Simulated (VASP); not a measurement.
# LiH (Fm-3m) in VASP: notebook

LiH is run at these levels: HSE06; tasks: single point.

Everything below comes from runs of VASP 6.6.1. Logs are shortened: lines on timing, memory, paths and dates and some standing lists are left out, and cuts for length are marked.

## 1. The cell of the first run

The structure is cubic, space group Fm-3m (No. 225). The conventional cell has a = 4.100 Å, b = 4.100 Å, c = 4.100 Å, α = 90.00°, β = 90.00°, γ = 90.00°. Li (site symmetry m-3m) has 6 H at 2.05 Å within 2.7 Å. H (site symmetry m-3m) has 6 Li at 2.05 Å within 2.7 Å.

## 2. Single point, HSE06

Contents of POSCAR:

```
LiH
1.0
    0.0000000000      2.0502388037      2.0502388037
    2.0502388037      0.0000000000      2.0502388037
    2.0502388037      2.0502388037      0.0000000000
Li H
1 1
Direct
    0.0000000000      0.0000000000      0.0000000000
    0.5000000000      0.5000000000      0.5000000000
```

Contents of INCAR.step1:

```
  PREC = Accurate
  ENCUT = 520
  EDIFF = 1E-5
  ISMEAR = -1
  SIGMA = 0.05
  LREAL = False
  LASPH = True
  NELM = 100
  ALGO = Normal
  ISIF = 2
  LWAVE = True
  LCHARG = False
  GGA = PE
  NBANDS = 9
```

Contents of INCAR.step2:

```
  PREC = Accurate
  ENCUT = 520
  EDIFF = 1E-6
  ISMEAR = -1
  SIGMA = 0.05
  LREAL = False
  LASPH = True
  NELM = 100
  ALGO = Normal
  ISIF = 2
  LWAVE = False
  LCHARG = False
  GGA = PE
  LHFCALC = True
  HFSCREEN = 0.2079
  PRECFOCK = Normal
  ISTART = 1
  NBANDS = 9
```

Contents of KPOINTS:

```
regular mesh
0
Gamma
  6 6 6
```

Potentials or basis: VASP PAW PBE potentials, release 64 (Li_sv, H).

The run is started by

```bash
$ cat potpaw_PBE.64/Li_sv/POTCAR potpaw_PBE.64/H/POTCAR > POTCAR
$ cp INCAR.step1 INCAR
$ mpirun -np 1 vasp_std > vasp.out
$ cp INCAR.step2 INCAR
$ mpirun -np 1 vasp_std > vasp.out
```

OUTCAR:

```text
PREC = Accurate
   ENCUT = 520
   EDIFF = 1E-6
   ISMEAR = -1
   LREAL = False
   LASPH = True
   NELM = 100
   ISIF = 2
   GGA = PE
   LHFCALC = True
   HFSCREEN = 0.2079
   PRECFOCK = Normal
   ISTART = 1

 ion  position               nearest neighbor table
   1  0.000  0.000  0.000-
   2  0.500  0.500  0.500-

  LATTYP: Found a face centered cubic cell.
 ALAT       =     4.1004776074

  Lattice vectors:

 A1 = (   0.0000000000,   2.0502388037,   2.0502388037)
 A2 = (   2.0502388037,   0.0000000000,   2.0502388037)
 A3 = (   2.0502388037,   2.0502388037,   0.0000000000)

Analysis of symmetry for initial positions (statically):
=====================================================================
 Subroutine PRICEL returns:
 Original cell was already a primitive cell.

 Routine SETGRP: Setting up the symmetry group for a
 face centered cubic supercell.

 Subroutine GETGRP returns: Found 48 space group operations
 (whereof 48 operations were pure point group operations)
 out of a pool of 48 trial point group operations.

The static configuration has the point symmetry O_h .

Analysis of symmetry for dynamics (positions and initial velocities):
=====================================================================
 Subroutine PRICEL returns:
 Original cell was already a primitive cell.

 Routine SETGRP: Setting up the symmetry group for a
 face centered cubic supercell.

 Subroutine GETGRP returns: Found 48 space group operations
 (whereof 48 operations were pure point group operations)
 out of a pool of 48 trial point group operations.

The dynamic configuration has the point symmetry O_h .

 Subroutine INISYM returns: Found 48 space group operations
 (whereof 48 operations are pure point group operations),
 and found     1 'primitive' translations

----------------------------------------------------------------------------------------

                                     Primitive cell

  volume of cell :      17.2363

  direct lattice vectors                    reciprocal lattice vectors
     0.000000000  2.050238804  2.050238804    -0.243874030  0.243874030  0.243874030
     2.050238804  0.000000000  2.050238804     0.243874030 -0.243874030  0.243874030
     2.050238804  2.050238804  0.000000000     0.243874030  0.243874030 -0.243874030

  length of vectors
     2.899475522  2.899475522  2.899475522     0.422402211  0.422402211  0.422402211

  position of ions in fractional coordinates (direct lattice)
     0.000000000  0.000000000  0.000000000
     0.500000000  0.500000000  0.500000000

  ion indices of the primitive-cell ions
   primitive index   ion index
                 1           1
                 2           2

----------------------------------------------------------------------------------------

 KPOINTS: regular mesh

Automatic generation of k-mesh.
 Grid dimensions read from file:
 generate k-points for:    6    6    6

 Generating k-lattice:

  Cartesian coordinates                     Fractional coordinates (reciprocal lattice)
    -0.040645672  0.040645672  0.040645672     0.166666667  0.000000000  0.000000000
     0.040645672 -0.040645672  0.040645672     0.000000000  0.166666667  0.000000000
     0.040645672  0.040645672 -0.040645672     0.000000000  0.000000000  0.166666667

  Length of vectors
     0.070400369  0.070400369  0.070400369

  Shift w.r.t. Gamma in fractional coordinates (k-lattice)
     0.000000000  0.000000000  0.000000000

 Subroutine IBZKPT returns following result:
 ===========================================

 Found     16 irreducible k-points:

 Following reciprocal coordinates:
            Coordinates               Weight
  0.000000  0.000000  0.000000      1.000000
  0.166667  0.000000  0.000000      8.000000
  0.333333  0.000000  0.000000      8.000000
  0.500000  0.000000  0.000000      4.000000
  0.166667  0.166667  0.000000      6.000000
  0.333333  0.166667  0.000000     24.000000
[... 8 lines left out ...]
 -0.333333  0.333333  0.166667     24.000000
 -0.333333  0.500000  0.166667     12.000000
   k-points           NKPTS =     16   k-points in BZ     NKDIM =    216   number of bands    NBANDS=      9
   number of dos      NEDOS =    301   number of ions     NIONS =      2
   total plane-waves  NPLWV =  13824
   dimension x,y,z NGX =    24 NGY =   24 NGZ =   24
   dimension x,y,z NGXF=    48 NGYF=   48 NGZF=   48
   ions per type =               1   1
   NGX,Y,Z   is equivalent  to a cutoff of  13.76, 13.76, 13.76 a.u.
   NGXF,Y,Z  is equivalent  to a cutoff of  27.52, 27.52, 27.52 a.u.
 SYSTEM =  unknown system
   PREC   = accura    normal or accurate (medium, high low for compatibility)
   ISTART =      1    job   : 0-new  1-cont  2-samecut
   ICHARG =      0    charge: 1-file 2-atom 10-const
   ISPIN  =      1    spin polarized calculation?
   LNONCOLLINEAR =      F non collinear calculations
   LSORBIT =      F    spin-orbit coupling
   LASPH  =      T    aspherical Exc in radial PAW
   ENCUT  =  520.0 eV  38.22 Ry    6.18 a.u.   5.39  5.39  5.39*2*pi/ulx,y,z
   NELM   =    100;   NELMIN=  2; NELMDL=  0     # of ELM steps
   EDIFF  = 0.1E-05   stopping-criterion for ELM
   LREAL  =      F    real-space projection
   EDIFFG = 0.1E-04   stopping-criterion for IOM
   NSW    =      0    number of steps for IOM
   IBRION =     -1    ionic relax: 0-MD 1-quasi-New 2-CG
   NFREE  =      0    steps in history (QN), initial steepest desc. (CG)
   ISIF   =      2    stress and relaxation
   ISYM   =      3    0-nonsym 1-usesym 2-fastsym
   POTIM  = 0.5000    time-step for ionic-motion
   TEBEG  =    0.0;   TEEND  =   0.0 temperature during run
   PSTRESS=    0.0 pullay stress
   NELECT =       4.0000    total number of electrons
   NUPDOWN=      -1.0000    fix difference up-down
   EMIN   =  10.00;   EMAX   =-10.00  energy-range for DOS
   EFERMI =   0.00;   METHOD = LEGACY
   ISMEAR =    -1;   SIGMA  =   0.05  broadening in eV -4-tet -1-fermi 0-gaus
   EFERMI_NEDOS =   21; number of points for ismear=-14 and -15
   IALGO  =     38    algorithm
   IMIX   =      1    mixing-type and parameters
     AMIX     =   0.40;   BMIX     =  1.00
     AMIX_MAG =   1.60;   BMIX_MAG =  1.00
  volume/ion in A,a.u.               =       8.62        58.16
  Fermi-wavevector in a.u.,A,eV,Ry     =   1.006036  1.901133 13.770583  1.012109
  Thomas-Fermi vector in A             =   2.138754
   LORBIT       =      0    0 simple, 1 ext, 2 COOP (PROOUT), +10 PAW based schemes
   GGA     = PE    functional components
   LHFCALC =     T    Hartree Fock is set to
   PRECFOCK=normal    Normal, Fast or Accurate (Low or Medium for compatibility)
   ENCUT4O =  -1.0   cutoff for four orbital integrals eV
   NKREDX  =     1    reduce k-point grid by
   NKREDY  =     1    reduce k-point grid by
   NKREDZ  =     1    reduce k-point grid by
   AEXX    =    0.2500 exact exchange contribution
   HFSCREEN=    0.2079 screening length (either q_TF or 0.3 A-1)
   HFSCREENC=   0.2079 screening length for correlation (either q_TF or 0.3 A-1)
   ENCUTFOCK=  -1.0 apply spherical cutoff to Coloumb kernel
   IVDW    =     0    specifies the selected vdW correction
   LEPSILON=     F    determine dielectric tensor
   LRPA    =     F    only Hartree local field effects (RPA)
 non-spin polarized calculation
  energy-cutoff  :      520.00
  volume of cell :       17.24
 maximum number of plane-waves:       483
 NGX is ok and might be reduce to    24
  NGX = 18; NGY = 18; NGZ = 18

 number of electron       4.0000004 magnetization

 Free energy of the ion-electron system (eV)
  ---------------------------------------------------
  ext. energy  EPLUGINS =         0.00000000
  ---------------------------------------------------
  free energy    TOTEN  =        -6.77424947 eV

  energy without entropy =       -6.77424947  energy(sigma->0) =       -6.77424947

 E-fermi :   0.2168     XC(G=0):  -6.9547

 val. band max:       -0.9011890585   @ k =   0.5000   0.5000   0.0000
 cond. band min:       3.1057912525   @ k =   0.5000   0.5000   0.0000
 fundamental gap:      4.0069803110
 Fermi energy:         0.2168346513

 k-point     1 :       0.0000    0.0000    0.0000
  band No.  band energies     occupation
      1     -48.2647      2.00000
      2      -6.6870      2.00000
      3      16.1349      0.00000
      4      17.8592      0.00000
      5      17.8592      0.00000
      6      17.8592      0.00000
      7      22.3318      0.00000
      8      22.3318      0.00000
      9      22.3318      0.00000

 k-point     2 :       0.1667    0.0000    0.0000
  band No.  band energies     occupation
      1     -48.2550      2.00000
      2      -6.1418      2.00000
      3      12.5178      0.00000
      4      16.0622      0.00000
      5      17.0447      0.00000
      6      17.0448      0.00000
      7      22.1958      0.00000
      8      23.5758      0.00000
      9      23.5759      0.00000

 k-point     3 :       0.3333    0.0000    0.0000
  band No.  band energies     occupation
      1     -48.2349      2.00000
      2      -4.6828      2.00000
      3       7.3244      0.00000
      4      14.3787      0.00000
      5      16.4288      0.00000
      6      16.4288      0.00000
      7      20.4726      0.00000
      8      20.4726      0.00000
      9      24.6271      0.00000

 k-point     4 :       0.5000    0.0000    0.0000
  band No.  band energies     occupation
      1     -48.2248      2.00000
      2      -3.5664      2.00000
      3       4.8813      0.00000
      4      13.7459      0.00000
      5      16.4797      0.00000
      6      16.4797      0.00000
      7      19.0116      0.00000
      8      19.0117      0.00000
      9      26.8006      0.00000
[... 109 lines left out ...]
 k-point    14 :       0.5000    0.3333    0.1667
  band No.  band energies     occupation
      1     -48.2229      2.00000
      2      -3.1770      2.00000
      3       7.2146      0.00000
      4       8.1613      0.00000
      5      12.8776      0.00000
      6      17.2301      0.00000
      7      20.5945      0.00000
      8      24.9298      0.00000
      9      28.7301      0.00000

 k-point    15 :      -0.3333    0.3333    0.1667
  band No.  band energies     occupation
      1     -48.2167      2.00000
      2      -1.9660      2.00000
      3       5.2599      0.00000
      4       7.1860      0.00000
      5      12.4205      0.00000
      6      16.9346      0.00000
      7      23.5486      0.00000
      8      25.2527      0.00000
      9      27.2003      0.00000

 k-point    16 :      -0.3333    0.5000    0.1667
  band No.  band energies     occupation
      1     -48.2141      2.00000
      2      -1.0566      2.00000
      3       4.1352      0.00000
      4       7.1525      0.00000
      5      11.5007      0.00000
      6      17.4478      0.00000
      7      19.6320      0.00000
      8      28.3777      0.00000
      9      28.7645      0.00000

------------------------ aborting loop because EDIFF is reached ----------------------------------------

  FORCE on cell =-STRESS in cart. coord.  units (eV):
  Direction    XX          YY          ZZ          XY          YZ          ZX
  --------------------------------------------------------------------------------------
  -------------------------------------------------------------------------------------
  Total       -0.3099776     -0.3099776     -0.3099776      0.0000000     -0.0000000      0.0000000
  in kB      -28.8136005    -28.8136005    -28.8136005      0.0000000     -0.0000000      0.0000000
  external PRESSURE =     -28.8136005 kB  Pullay stress =       0.0000000 kB

 VOLUME and BASIS-vectors are now :
 -----------------------------------------------------------------------------
  energy-cutoff  :      520.00
  volume of cell :       17.24
      direct lattice vectors                 reciprocal lattice vectors
     0.000000000  2.050238804  2.050238804    -0.243874030  0.243874030  0.243874030
     2.050238804  0.000000000  2.050238804     0.243874030 -0.243874030  0.243874030
     2.050238804  2.050238804  0.000000000     0.243874030  0.243874030 -0.243874030

 POSITION                                       TOTAL-FORCE (eV/Angst)
 -----------------------------------------------------------------------------------
      0.00000      0.00000      0.00000         0.000000      0.000000      0.000000
      2.05024      2.05024      2.05024        -0.000000      0.000000     -0.000000
 -----------------------------------------------------------------------------------
    total drift:                                0.000000      0.000000      0.000000

  FREE ENERGIE OF THE ION-ELECTRON SYSTEM (eV)
  ---------------------------------------------------
  free  energy   TOTEN  =        -6.7742494687 eV

  energy  without entropy=       -6.7742494687  energy(sigma->0) =       -6.77424947
```

It took 80 s on 1 thread of Intel Xeon Platinum 8259CL at 2.50GHz (Skylake/Cascade Lake), shared host; peak memory 0.23 GiB.

Results:

| Item | Value |
| --- | --- |
| Free energy | -6.7742 eV |
| Band gap on the k mesh | 4.01 eV, direct |

Levels at points of the mesh, in eV from the valence-band top:
| k point | band 1 | band 2 | band 3 | band 4 | band 5 | band 6 |
| --- | --- | --- | --- | --- | --- | --- |
| (0.00, 0.00, 0.00) | -47.36 | -5.79 | 17.04 | 18.76 | 18.76 | 18.76 |
| (0.50, 0.00, 0.00) | -47.32 | -2.67 | 5.78 | 14.65 | 17.38 | 17.38 |
| (0.50, 0.50, 0.00) | -47.31 | 0.00 | 4.01 | 11.82 | 11.82 | 14.84 |

Caveat: the k points lie up to 0.44 Å⁻¹ apart; the cutoff is under 1.25 times the usual one of these potentials, so pressure, stress and relaxed cells hold a basis-set (Pulay) error; the PAW data sets were made with another functional, which shifts forces and pressure a little. A k mesh can miss the band edges.

## 3. Single point, HSE06

This run uses another cell than the first one, of 8.79 Å³/atom, 1.020 times its volume.

Contents of POSCAR:

```
LiH
1.0
    0.0000000000      2.0635524157      2.0635524157
    2.0635524157      0.0000000000      2.0635524157
    2.0635524157      2.0635524157      0.0000000000
Li H
1 1
Direct
    0.0000000000      0.0000000000      0.0000000000
    0.5000000000      0.5000000000      0.5000000000
```

Contents of INCAR.step1:

```
ALGO = Normal ; EDIFF = 1E-5
ENCUT = 520 ; GGA = PE
ISIF = 2 ; ISMEAR = -1
LASPH = True ; LCHARG = False
LREAL = False ; LWAVE = True
NBANDS = 9 ; NELM = 60
PREC = Accurate ; SIGMA = 0.05
```

Contents of INCAR.step2:

```
ALGO = Normal ; EDIFF = 1E-6
ENCUT = 520 ; GGA = PE
HFSCREEN = 0.2079 ; ISIF = 2
ISMEAR = -1 ; ISTART = 1
LASPH = True ; LCHARG = False
LHFCALC = True ; LREAL = False
LWAVE = False ; NBANDS = 9
NELM = 60 ; PREC = Accurate
PRECFOCK = Normal ; SIGMA = 0.05
```

Contents of KPOINTS:

```
k-points
0
Gamma
  6 6 6
```

Potentials or basis: VASP PAW PBE potentials, release 64 (Li_sv, H).

The run is started by

```bash
$ cat potpaw_PBE.64/Li_sv/POTCAR potpaw_PBE.64/H/POTCAR > POTCAR
$ cp INCAR.step1 INCAR
$ mpirun -np 1 vasp_std > vasp.out
$ cp INCAR.step2 INCAR
$ mpirun -np 1 vasp_std > vasp.out
```

It took 94 s on 1 thread of Intel Xeon Platinum 8259CL at 2.50GHz (Skylake/Cascade Lake), shared host; peak memory 0.23 GiB.

The run converged. Its results:

| Quantity | Value |
| --- | --- |
| Free energy | -6.7680 eV |
| Band gap on the k mesh | 4.02 eV, direct |

Levels at points of the mesh, in eV from the valence-band top:
```csv
k point,band 1,band 2,band 3,band 4,band 5
"(0.00, 0.00, 0.00)",-47.39,-5.71,16.79,18.56,18.56
"(0.50, 0.00, 0.00)",-47.35,-2.61,5.73,14.48,17.20
"(0.50, 0.50, 0.00)",-47.34,0.00,4.02,11.72,11.72
```

Caveat: the k points lie up to 0.44 Å⁻¹ apart; the cutoff is under 1.25 times the usual one of these potentials, so pressure, stress and relaxed cells hold a basis-set (Pulay) error; the PAW data sets were made with another functional, which shifts forces and pressure a little. A k mesh can miss the band edges.
